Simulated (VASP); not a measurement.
# BaF2 (Frankdicksonite): relaxation of cell and atoms with PBE+D4

Crystal: BaF2 (Frankdicksonite).

```
CELL_PARAMETERS angstrom
0.00000 3.10005 3.10005
3.10005 0.00000 3.10005
3.10005 3.10005 0.00000
ATOMIC_POSITIONS crystal
Ba 0.00000 0.00000 0.00000
F 0.25000 0.25000 0.25000
F 0.75000 0.75000 0.75000
```

```
Program                : VASP 6.6.1
Task                   : relaxation of cell and atoms
Functional             : PBE
Dispersion             : D4
Potentials or basis    : VASP PAW PBE potentials, release 64 (Ba_sv, F)
Cutoff                 : 600 eV
k mesh                 : 5 × 5 × 5
Occupations            : gaussian, width 0.01 eV
Spin                   : no spin polarisation
Dipole correction      : no
Further INCAR settings : ALGO = Normal; EDIFF = 1e-07; IBRION = 2; EDIFFG = -0.01; NSW = 80; ISIF = 3
```

```
Relaxed volume                         : 20.33 Å³/atom
Relaxed cell                           : a = 4.419 Å, b = 4.419 Å, c = 4.419 Å, α = 60.00°, β = 60.00°, γ = 60.00°
Space group after relaxing (to 0.05 Å) : Fm-3m (No. 225)
Energy gained by relaxing              : 1.8 meV/atom
Ionic steps                            : 2
Pressure after relaxing                : -0.1 GPa
Band gap on the k mesh                 : 6.66 eV, indirect (least direct gap 6.73 eV)
Dispersion energy per atom             : -0.114 eV
```

Step by step:
```tsv
step	energy change (eV)	largest force (eV/Å)	pressure (GPa)	volume (Å³)
1	0.0000	0.0000	1.32	59.58
2	-0.0054	0.0000	-0.06	61.00
```

Final structure:
```
Ba F
1.0
     0.00000    3.12448    3.12448
     3.12448    0.00000    3.12448
     3.12448    3.12448    0.00000
Ba F
1 2
Direct
  0.00000 0.00000 0.00000
  0.25000 0.25000 0.25000
  0.75000 0.75000 0.75000
```

Levels at points of the mesh, in eV from the valence-band top:
```csv
k point,band 8,band 9,band 10,band 11,band 12,band 13,band 14,band 15,band 16
"(0.00, 0.00, 0.00)",-1.43,-1.43,-0.07,-0.07,-0.07,6.66,9.09,9.09,11.20
```

Run time: 17 s on 1 thread of AMD EPYC 9R45 96-Core Processor (Zen 5), with other jobs on the host, peak memory 0.17 GiB.

Caveat: spin-orbit coupling is left out, which moves the levels of the heavy elements. As with any semilocal functional, this PBE gap is likely too small.
